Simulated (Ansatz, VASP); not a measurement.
# Os in VASP and in Ansatz

```
Os
1.0
     2.75279    0.00000    0.00000
    -1.37640    2.38399    0.00000
     0.00000    0.00000    4.35086
Os
2
Direct
  0.33333 0.66667 0.25000
  0.66667 0.33333 0.75000
```

Alike in both runs: task relaxation of cell and atoms; functional LDA; k mesh 18 × 18 × 10; occupations gaussian, width 0.1 eV; no spin polarisation.

|  | VASP | Ansatz |
| --- | --- | --- |
| version | VASP 6.6.1 | Ansatz 0.2.0 |
| potentials or method | VASP PAW LDA potentials, release 64 (Os), cutoff 600 eV | scalar-relativistic, plane waves, PAW |
| valence electrons in the cell | 16 | 32 |

Ansatz gave:

| Quantity | Value |
| --- | --- |
| gap on the k mesh at the Fermi level, each at its own relaxed structure (eV) | none |
| relaxed volume (Å³/atom) | 13.70 |
| relaxed length of the cell vector where the two differ most in proportion (Å) | 2.715 |

Question: What did VASP give for the same quantities?

Answer: gap on the k mesh at the Fermi level, each at its own relaxed structure (eV): none; relaxed volume (Å³/atom): 13.74; relaxed length of the cell vector where the two differ most in proportion (Å): 2.717.

LDA's correlation is that of Perdew and Zunger in VASP and of Perdew and Wang (1992) in Ansatz. A gap of «none» marks a metal or a gap that the smearing closes. VASP's potentials hold 16 valence electrons a cell and Ansatz's 32, so a difference there can come from the potentials and not from the codes.

Spin-orbit coupling is off throughout.
